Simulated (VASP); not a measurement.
## Ru: single point with revPBE

Crystal: Ru.

```
Ru
1.0
    -1.53310    1.53310    1.53310
     1.53310   -1.53310    1.53310
     1.53310    1.53310   -1.53310
Ru
1
Direct
  0.00000 0.00000 0.00000
```

```json
{"Program": "VASP 6.6.1", "Task": "single point", "Functional": "revPBE", "Potentials or basis": "VASP PAW PBE potentials, release 64 (Ru_pv)", "Cutoff": "520 eV", "k mesh": "24 × 24 × 24", "Occupations": "fermi-dirac, width 0.1 eV", "Spin": "no spin polarisation", "Dipole correction": "no", "Further INCAR settings": "ALGO = Normal; EDIFF = 1e-07; NBANDS = 13"}
```

| Item | Value |
| --- | --- |
| Pressure | -0.1 GPa |
| Band gap on the k mesh | zero (band 7 reaches 13.71 eV, above the bottom of band 8 at 10.23 eV) |

Levels at points of the mesh, in eV from the Fermi level:
| k point | band 3 | band 4 | band 5 | band 6 | band 7 | band 8 | band 9 | band 10 | band 11 | band 12 |
| --- | --- | --- | --- | --- | --- | --- | --- | --- | --- | --- |
| (0.00, 0.00, 0.00) | -42.55 | -7.76 | -2.68 | -2.68 | -2.68 | -0.08 | -0.08 | 10.66 | 17.12 | 17.12 |
| (0.50, 0.00, 0.00) | -42.55 | -5.91 | -4.34 | -0.11 | 0.35 | 1.18 | 2.29 | 9.85 | 10.66 | 13.58 |
| (0.50, 0.50, 0.50) | -43.18 | -5.96 | -5.96 | 1.72 | 1.72 | 1.72 | 9.17 | 9.17 | 9.17 | 10.66 |

Run time: 34 s on 1 thread of AMD EPYC 9R45 96-Core Processor (Zen 5), on a shared host, peak memory 0.15 GiB.

Caveat: the PAW data sets were made with another functional, which shifts forces and pressure a little.
